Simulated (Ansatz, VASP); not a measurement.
## KF in VASP and in Ansatz

File POSCAR:

```
KF
1.0
    0.0000000000      2.6539175805      2.6539175805
    2.6539175805      0.0000000000      2.6539175805
    2.6539175805      2.6539175805      0.0000000000
K F
1 1
Direct
    0.0000000000      0.0000000000      0.0000000000
    0.5000000000      0.5000000000      0.5000000000
```

INCAR.step1

```
SYSTEM = KF
PREC = Accurate ; ENCUT = 520
ISMEAR = -1 ; SIGMA = 0.05
LREAL = .False. ; LASPH = .True.
NELM = 100 ; NBANDS = 15
GGA = PE ; ALGO = Normal
EDIFF = 1E-4 ; LWAVE = .True.
LCHARG = .False.
```

File INCAR.step2:

```
SYSTEM = KF
PREC = Accurate ; ENCUT = 520
EDIFF = 1E-7 ; ISMEAR = -1
SIGMA = 0.05 ; LREAL = .False.
LASPH = .True. ; NELM = 100
ALGO = Normal ; ISIF = 2
LWAVE = .False. ; LCHARG = .False.
METAGGA = R2SCAN ; LMIXTAU = .True.
NBANDS = 15 ; ISTART = 1
```

The input KPOINTS:

```
regular mesh
0
Gamma
  9 9 9
  0 0 0
```

The input input.yaml:

```yaml
crystal:
  lattice:
    - [0.0, 2.6539175805, 2.6539175805]
    - [2.6539175805, 0.0, 2.6539175805]
    - [2.6539175805, 2.6539175805, 0.0]
  atoms:
    - { symbol: K, position: [0.0, 0.0, 0.0] }
    - { symbol: F, position: [0.5, 0.5, 0.5] }
hamiltonian:
  xc: r2scan
  pseudopotentials: { kind: paw }
kpoints:
  mp_grid: { grid: [9, 9, 9] }
scf:
  occupations: { method: fermi_dirac, width: 0.05 }
output:
  forces: true
  stress: true
  eigenvalues: true
  write_density: true
  write_potential: true
  elf: true
  volumetric_format: npy
```

Alike in both runs: task single point; functional r2SCAN; k mesh 9 × 9 × 9; occupations fermi-dirac, width 0.05 eV; no spin polarisation.

```csv
,VASP,Ansatz
version,VASP 6.6.1,Ansatz 0.2.0
potentials or method,"VASP PAW PBE potentials, release 64 (K_sv, F)",Ansatz PAW
plane-wave cutoff (eV),520,500
valence electrons in the cell,16,16
```

```csv
,VASP,Ansatz,Ansatz less VASP
gap on the k mesh at the Fermi level (eV),6.94,6.94,+0.001
least direct gap on the mesh (eV),6.94,6.94,+0.001
pressure (GPa),0.2,0.2,+0.03
```

VASP's potentials were made for PBE, not for r2SCAN.

Noted on Ansatz's run: odd divisions of the mesh miss points on the zone boundary, where band edges often lie, so the gap on the mesh can be too wide.
